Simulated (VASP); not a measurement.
# LiF (Fm-3m) in VASP: further runs

Runs on LiF. Level: PBE. Tasks: single point.

Program: VASP 6.6.1. These are calculated values, not measurements. Logs are shortened: lines on timing, memory, paths and dates and some standing lists are left out, and cuts for length are marked.

## Step 1: The cell of the first run

It takes space group Fm-3m (No. 225, cubic). Conventional cell: a = 4.105 Å, b = 4.105 Å, c = 4.105 Å, α = 90.00°, β = 90.00°, γ = 90.00°. Li (site symmetry m-3m) has 6 F at 2.05 Å within 2.7 Å. F (site symmetry m-3m) has 6 Li at 2.05 Å within 2.7 Å.

## Step 2: Single point, PBE

File INCAR:

```
PREC = Accurate
ENCUT = 750
EDIFF = 1E-6
ISMEAR = 0
SIGMA = 0.01
LREAL = False
LASPH = True
NELM = 120
ALGO = Normal
ISIF = 2
LWAVE = False
LCHARG = False
GGA = PE
NBANDS = 12
GGA_COMPAT = False
```

File KPOINTS:

```
Automatic mesh
0
Gamma
  4 4 4
```

File POSCAR:

```
LiF
1.0
    0.0000000000      2.0524806100      2.0524806100
    2.0524806100      0.0000000000      2.0524806100
    2.0524806100      2.0524806100      0.0000000000
Li F
1 1
Direct
    0.0000000000      0.0000000000      0.0000000000
    0.5000000000      0.5000000000      0.5000000000
```

Potentials or basis: VASP PAW PBE potentials, release 64 (Li_sv, F).

The run is started by

```bash
> cat potpaw_PBE.64/Li_sv/POTCAR potpaw_PBE.64/F/POTCAR > POTCAR
> mpirun -np 1 vasp_std > vasp.out
```

OUTCAR:

```text
PREC = Accurate
   ENCUT = 750
   EDIFF = 1E-6
   ISMEAR = 0
   LREAL = False
   LASPH = True
   NELM = 120
   ISIF = 2
   GGA = PE

 ion  position               nearest neighbor table
   1  0.000  0.000  0.000-   2 2.05   2 2.05   2 2.05   2 2.05   2 2.05   2 2.05
   2  0.500  0.500  0.500-   1 2.05   1 2.05   1 2.05   1 2.05   1 2.05   1 2.05

  LATTYP: Found a face centered cubic cell.
 ALAT       =     4.1049612200

  Lattice vectors:

 A1 = (   0.0000000000,   2.0524806100,   2.0524806100)
 A2 = (   2.0524806100,   0.0000000000,   2.0524806100)
 A3 = (   2.0524806100,   2.0524806100,   0.0000000000)

Analysis of symmetry for initial positions (statically):
=====================================================================
 Subroutine PRICEL returns:
 Original cell was already a primitive cell.

 Routine SETGRP: Setting up the symmetry group for a
 face centered cubic supercell.

 Subroutine GETGRP returns: Found 48 space group operations
 (whereof 48 operations were pure point group operations)
 out of a pool of 48 trial point group operations.

The static configuration has the point symmetry O_h .

Analysis of symmetry for dynamics (positions and initial velocities):
=====================================================================
 Subroutine PRICEL returns:
 Original cell was already a primitive cell.

 Routine SETGRP: Setting up the symmetry group for a
 face centered cubic supercell.

 Subroutine GETGRP returns: Found 48 space group operations
 (whereof 48 operations were pure point group operations)
 out of a pool of 48 trial point group operations.

The dynamic configuration has the point symmetry O_h .

 Subroutine INISYM returns: Found 48 space group operations
 (whereof 48 operations are pure point group operations),
 and found     1 'primitive' translations

----------------------------------------------------------------------------------------

                                     Primitive cell

  volume of cell :      17.2929

  direct lattice vectors                    reciprocal lattice vectors
     0.000000000  2.052480610  2.052480610    -0.243607661  0.243607661  0.243607661
     2.052480610  0.000000000  2.052480610     0.243607661 -0.243607661  0.243607661
     2.052480610  2.052480610  0.000000000     0.243607661  0.243607661 -0.243607661

  length of vectors
     2.902645915  2.902645915  2.902645915     0.421940845  0.421940845  0.421940845

  position of ions in fractional coordinates (direct lattice)
     0.000000000  0.000000000  0.000000000
     0.500000000  0.500000000  0.500000000

  ion indices of the primitive-cell ions
   primitive index   ion index
                 1           1
                 2           2

----------------------------------------------------------------------------------------

 KPOINTS: Automatic mesh

Automatic generation of k-mesh.
 Grid dimensions read from file:
 generate k-points for:    4    4    4

 Generating k-lattice:

  Cartesian coordinates                     Fractional coordinates (reciprocal lattice)
    -0.060901915  0.060901915  0.060901915     0.250000000  0.000000000  0.000000000
     0.060901915 -0.060901915  0.060901915     0.000000000  0.250000000  0.000000000
     0.060901915  0.060901915 -0.060901915     0.000000000  0.000000000  0.250000000

  Length of vectors
     0.105485211  0.105485211  0.105485211

  Shift w.r.t. Gamma in fractional coordinates (k-lattice)
     0.000000000  0.000000000  0.000000000

 Subroutine IBZKPT returns following result:
 ===========================================

 Found      8 irreducible k-points:

 Following reciprocal coordinates:
            Coordinates               Weight
  0.000000  0.000000  0.000000      1.000000
  0.250000  0.000000  0.000000      8.000000
  0.500000  0.000000  0.000000      4.000000
  0.250000  0.250000  0.000000      6.000000
  0.500000  0.250000  0.000000     24.000000
 -0.250000  0.250000  0.000000     12.000000
  0.500000  0.500000  0.000000      3.000000
 -0.250000  0.500000  0.250000      6.000000
   k-points           NKPTS =      8   k-points in BZ     NKDIM =      8   number of bands    NBANDS=     12
   number of dos      NEDOS =    301   number of ions     NIONS =      2
   total plane-waves  NPLWV =  21952
   dimension x,y,z NGX =    28 NGY =   28 NGZ =   28
   dimension x,y,z NGXF=    56 NGYF=   56 NGZF=   56
   ions per type =               1   1
   NGX,Y,Z   is equivalent  to a cutoff of  16.04, 16.04, 16.04 a.u.
   NGXF,Y,Z  is equivalent  to a cutoff of  32.07, 32.07, 32.07 a.u.
 SYSTEM =  unknown system
   PREC   = accura    normal or accurate (medium, high low for compatibility)
   ISTART =      0    job   : 0-new  1-cont  2-samecut
   ICHARG =      2    charge: 1-file 2-atom 10-const
   ISPIN  =      1    spin polarized calculation?
   LNONCOLLINEAR =      F non collinear calculations
   LSORBIT =      F    spin-orbit coupling
   LASPH  =      T    aspherical Exc in radial PAW
   ENCUT  =  750.0 eV  55.12 Ry    7.42 a.u.   6.48  6.48  6.48*2*pi/ulx,y,z
   NELM   =    120;   NELMIN=  2; NELMDL= -5     # of ELM steps
   EDIFF  = 0.1E-05   stopping-criterion for ELM
   LREAL  =      F    real-space projection
   EDIFFG = 0.1E-04   stopping-criterion for IOM
   NSW    =      0    number of steps for IOM
   IBRION =     -1    ionic relax: 0-MD 1-quasi-New 2-CG
   NFREE  =      0    steps in history (QN), initial steepest desc. (CG)
   ISIF   =      2    stress and relaxation
   ISYM   =      2    0-nonsym 1-usesym 2-fastsym
   POTIM  = 0.5000    time-step for ionic-motion
   TEBEG  =    0.0;   TEEND  =   0.0 temperature during run
   PSTRESS=    0.0 pullay stress
   NELECT =      10.0000    total number of electrons
   NUPDOWN=      -1.0000    fix difference up-down
   EMIN   =  10.00;   EMAX   =-10.00  energy-range for DOS
   EFERMI =   0.00;   METHOD = LEGACY
   ISMEAR =     0;   SIGMA  =   0.01  broadening in eV -4-tet -1-fermi 0-gaus
   EFERMI_NEDOS =   21; number of points for ismear=-14 and -15
   IALGO  =     38    algorithm
   IMIX   =      4    mixing-type and parameters
     AMIX     =   0.40;   BMIX     =  1.00
     AMIX_MAG =   1.60;   BMIX_MAG =  1.00
  volume/ion in A,a.u.               =       8.65        58.35
  Fermi-wavevector in a.u.,A,eV,Ry     =   1.363910  2.577417 25.310251  1.860251
  Thomas-Fermi vector in A             =   2.490272
   LORBIT       =      0    0 simple, 1 ext, 2 COOP (PROOUT), +10 PAW based schemes
   GGA     = PE    functional components
   LHFCALC =     F    Hartree Fock is set to
   AEXX    =    0.0000 exact exchange contribution
   IVDW    =     0    specifies the selected vdW correction
   LEPSILON=     F    determine dielectric tensor
   LRPA    =     F    only Hartree local field effects (RPA)
 non-spin polarized calculation
 Gauss-broadening in eV      SIGMA  =   0.01
  energy-cutoff  :      750.00
  volume of cell :       17.29
 maximum number of plane-waves:       869
 NGX is ok and might be reduce to    28
   NGX = 13   NGY = 13   NGZ = 13

 number of electron      10.0000000 magnetization

 number of electron       9.9999997 magnetization

 Free energy of the ion-electron system (eV)
  ---------------------------------------------------
  ext. energy  EPLUGINS =         0.00000000
  ---------------------------------------------------
  free energy    TOTEN  =        -9.64048505 eV

  energy without entropy =       -9.64048505  energy(sigma->0) =       -9.64048505

 E-fermi :  -1.2192     XC(G=0):  -9.7105

 val. band max:       -1.3570246688   @ k =   0.0000   0.0000   0.0000
 cond. band min:       7.2300700811   @ k =   0.0000   0.0000   0.0000
 fundamental gap:      8.5870947499
 Fermi energy:        -1.2191542820

 k-point     1 :       0.0000    0.0000    0.0000
  band No.  band energies     occupation
      1     -42.4012      2.00000
      2     -21.1782      2.00000
      3      -1.3570      2.00000
      4      -1.3570      2.00000
      5      -1.3570      2.00000
      6       7.2301      0.00000
      7      21.8701      0.00000
      8      21.8701      0.00000
      9      21.8701      0.00000
     10      22.4133      0.00000
     11      22.4133      0.00000
     12      22.4133      0.00000

 k-point     2 :       0.2500    0.0000    0.0000
  band No.  band energies     occupation
      1     -42.3784      2.00000
      2     -20.9876      2.00000
      3      -2.6419      2.00000
      4      -1.4643      2.00000
      5      -1.4643      2.00000
      6       8.5331      0.00000
      7      16.0788      0.00000
      8      18.6651      0.00000
      9      18.6651      0.00000
     10      24.8471      0.00000
     11      25.4602      0.00000
     12      25.4602      0.00000

 k-point     3 :       0.5000    0.0000    0.0000
  band No.  band energies     occupation
      1     -42.3555      2.00000
      2     -20.7845      2.00000
      3      -3.7093      2.00000
      4      -1.5657      2.00000
      5      -1.5657      2.00000
      6       9.1247      0.00000
      7      14.7087      0.00000
      8      17.0898      0.00000
      9      17.0898      0.00000
     10      27.9809      0.00000
     11      28.6858      0.00000
     12      28.6858      0.00000

 k-point     4 :       0.2500    0.2500    0.0000
  band No.  band energies     occupation
      1     -42.3716      2.00000
      2     -20.9024      2.00000
      3      -2.6950      2.00000
      4      -1.8233      2.00000
      5      -1.8233      2.00000
      6       9.5351      0.00000
      7      17.0398      0.00000
      8      17.7915      0.00000
      9      18.6500      0.00000
     10      18.6500      0.00000
     11      30.7309      0.00000
     12      30.7310      0.00000

 k-point     5 :       0.5000    0.2500    0.0000
  band No.  band energies     occupation
      1     -42.3496      2.00000
      2     -20.6733      2.00000
      3      -3.5520      2.00000
      4      -2.4271      2.00000
      5      -1.9324      2.00000
      6      11.1837      0.00000
      7      14.0140      0.00000
      8      16.7189      0.00000
      9      17.6842      0.00000
     10      21.9863      0.00000
     11      30.5227      0.00000
     12      31.3231      0.00000

 k-point     6 :      -0.2500    0.2500    0.0000
  band No.  band energies     occupation
      1     -42.3564      2.00000
      2     -20.7648      2.00000
      3      -3.0979      2.00000
      4      -2.5747      2.00000
      5      -1.5809      2.00000
      6      10.3004      0.00000
      7      14.0041      0.00000
      8      17.4002      0.00000
      9      17.6126      0.00000
     10      26.7842      0.00000
     11      26.8379      0.00000
     12      26.8846      0.00000

 k-point     7 :       0.5000    0.5000    0.0000
  band No.  band energies     occupation
      1     -42.3436      2.00000
      2     -20.5581      2.00000
      3      -4.1262      2.00000
      4      -2.2735      2.00000
      5      -2.2735      2.00000
      6      12.9294      0.00000
      7      14.8489      0.00000
      8      15.3989      0.00000
      9      18.2181      0.00000
     10      18.2181      0.00000
     11      30.5789      0.00000
     12      35.8049      0.00000

 k-point     8 :      -0.2500    0.5000    0.2500
  band No.  band energies     occupation
      1     -42.3428      2.00000
      2     -20.5793      2.00000
      3      -3.2637      2.00000
      4      -3.2637      2.00000
      5      -2.0997      2.00000
      6      13.2446      0.00000
      7      13.2446      0.00000
      8      15.5421      0.00000
      9      17.1291      0.00000
     10      25.3275      0.00000
     11      25.3275      0.00000
     12      31.3950      0.00000

------------------------ aborting loop because EDIFF is reached ----------------------------------------

  FORCE on cell =-STRESS in cart. coord.  units (eV):
  Direction    XX          YY          ZZ          XY          YZ          ZX
  --------------------------------------------------------------------------------------
  -------------------------------------------------------------------------------------
  Total       -0.2512910     -0.2512910     -0.2512910      0.0000000     -0.0000000     -0.0000000
  in kB      -23.2820035    -23.2820035    -23.2820035      0.0000000     -0.0000000     -0.0000000
  external PRESSURE =     -23.2820035 kB  Pullay stress =       0.0000000 kB

 VOLUME and BASIS-vectors are now :
 -----------------------------------------------------------------------------
  energy-cutoff  :      750.00
  volume of cell :       17.29
      direct lattice vectors                 reciprocal lattice vectors
     0.000000000  2.052480610  2.052480610    -0.243607661  0.243607661  0.243607661
     2.052480610  0.000000000  2.052480610     0.243607661 -0.243607661  0.243607661
     2.052480610  2.052480610  0.000000000     0.243607661  0.243607661 -0.243607661

 POSITION                                       TOTAL-FORCE (eV/Angst)
 -----------------------------------------------------------------------------------
      0.00000      0.00000      0.00000        -0.000000     -0.000000     -0.000000
      2.05248      2.05248      2.05248         0.000000      0.000000      0.000000
 -----------------------------------------------------------------------------------
    total drift:                                0.000000      0.000000      0.000000

  FREE ENERGIE OF THE ION-ELECTRON SYSTEM (eV)
  ---------------------------------------------------
  free  energy   TOTEN  =        -9.6404850464 eV

  energy  without entropy=       -9.6404850464  energy(sigma->0) =       -9.64048505
```

Wall time 2.5 s (1 thread of Intel Xeon 6975P-C (Granite Rapids), shared host); peak memory 0.14 GiB.

Results:

```
Free energy            : -9.6405 eV
Pressure               : -2.3 GPa
Band gap on the k mesh : 8.59 eV, direct
```

Levels at points of the mesh, in eV from the valence-band top:
```
           k point  band 3  band 4  band 5  band 6  band 7  band 8
(0.00, 0.00, 0.00)    0.00    0.00    0.00    8.59   23.23   23.23
(0.50, 0.00, 0.00)   -2.35   -0.21   -0.21   10.48   16.07   18.45
(0.50, 0.50, 0.00)   -2.77   -0.92   -0.92   14.29   16.21   16.76
```

Caveat: the k points lie up to 0.66 Å⁻¹ apart.

(Part 1 of 2 ends here.)
